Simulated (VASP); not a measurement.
Set up this calculation in VASP 6.6.1, as the native input.

```
Task                   : single point
Functional             : LDA
Potentials or basis    : VASP PAW LDA potentials, release 64 (In_d)
Cutoff                 : 520 eV
k mesh                 : 20 × 20 × 20
Occupations            : gaussian, width 0.15 eV
Spin                   : no spin polarisation
Dipole correction      : no
Further INCAR settings : ALGO = Fast; EDIFF = 1e-07; NBANDS = 12
```

The structure of In lies in POSCAR:

```
In
1.0
   -1.5200502170      1.6671797991      2.4161531185
    1.5200502170     -1.6671797991      2.4161531185
    1.5200502170      1.6671797991     -2.4161531185
In
1
Direct
    0.0000000000      0.0000000000      0.0000000000
```

This cell differs from its parent crystal: strain +e along x and -e along y -0.0467, strain +e along z and -e/2 along x and y -0.0233.

One way to write it, as run:

INCAR

```
PREC = Accurate
ENCUT = 520
EDIFF = 1E-7
ISMEAR = 0
SIGMA = 0.15
LREAL = F
LASPH = T
NELM = 60
ALGO = Fast
ISIF = 2
LWAVE = F
LCHARG = F
GGA = CA
NBANDS = 12
```

KPOINTS

```
Automatic mesh
0
Gamma
  20 20 20
```

Potentials or basis: VASP PAW LDA potentials, release 64 (In_d).

Launch:

```sh
$ cat potpaw_LDA.64/In_d/POTCAR > POTCAR
$ mpirun -np 1 vasp_std > vasp.out
```

Results of the run:

```
Pressure : 0.5 GPa
```

Caveat: the cell differs from its parent crystal (strain +e along x and -e along y -0.0467, strain +e along z and -e/2 along x and y -0.0233).

Wall time 6.6 min on 1 thread of Intel(R) Xeon(R) Platinum 8488C (Sapphire Rapids), with other jobs on the host, peak memory 0.42 GiB.
